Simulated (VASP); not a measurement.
Set up this calculation in VASP 6.6.1, as the native input.

| Quantity | Value |
| --- | --- |
| Task | single point |
| Functional | PBEsol |
| Potentials or basis | VASP PAW PBE potentials, release 64 (Pb_d, O) |
| Cutoff | 520 eV |
| k mesh | 8 × 8 × 6 |
| Occupations | gaussian, width 0.02 eV |
| Spin | no spin polarisation |
| Dipole correction | no |
| Further INCAR settings | ALGO = Normal; EDIFF = 1e-06; NBANDS = 28 |

The structure of PbO lies in POSCAR:

```
PbO
1.0
    3.9879609043      0.0000000000      0.0000000000
    0.0000000000      3.9879609043      0.0000000000
    0.0000000000      0.0000000000      5.0753363984
Pb O
2 2
Direct
    0.5000000000      0.0000000000      0.2333400086
    0.0000000000      0.5000000000      0.7666599914
    0.0000000000      0.0000000000      0.0000000000
    0.5000000000      0.5000000000      0.0000000000
```

One way to write it, as run:

INCAR

```
PREC = Accurate ; ENCUT = 520
EDIFF = 1E-6 ; ISMEAR = 0
SIGMA = 0.02 ; LREAL = F
LASPH = T ; NELM = 100
ALGO = Normal ; ISIF = 2
LWAVE = F ; LCHARG = F
GGA = PS ; NBANDS = 28
```

KPOINTS

```
Automatic mesh
0
Gamma
  8 8 6
```

Potentials or basis: VASP PAW PBE potentials, release 64 (Pb_d, O).

Launch:

```sh
$ cat potpaw_PBE.64/Pb_d/POTCAR potpaw_PBE.64/O/POTCAR > POTCAR
$ mpirun -np 1 vasp_std > vasp.out
```

It gave:

| Quantity | Value |
| --- | --- |
| Pressure | 0.1 GPa |
| Largest force | 0.044 eV/Å |
| Band gap on the k mesh | 1.24 eV (least direct gap 2.20 eV) |

Caveat: the PAW data sets were made with another functional, which shifts forces and pressure a little; spin-orbit coupling is left out, which moves the levels of the heavy elements.

It took 100 s on 1 thread of Intel(R) Xeon(R) Platinum 8488C (Sapphire Rapids), on a shared host, peak memory 0.25 GiB.
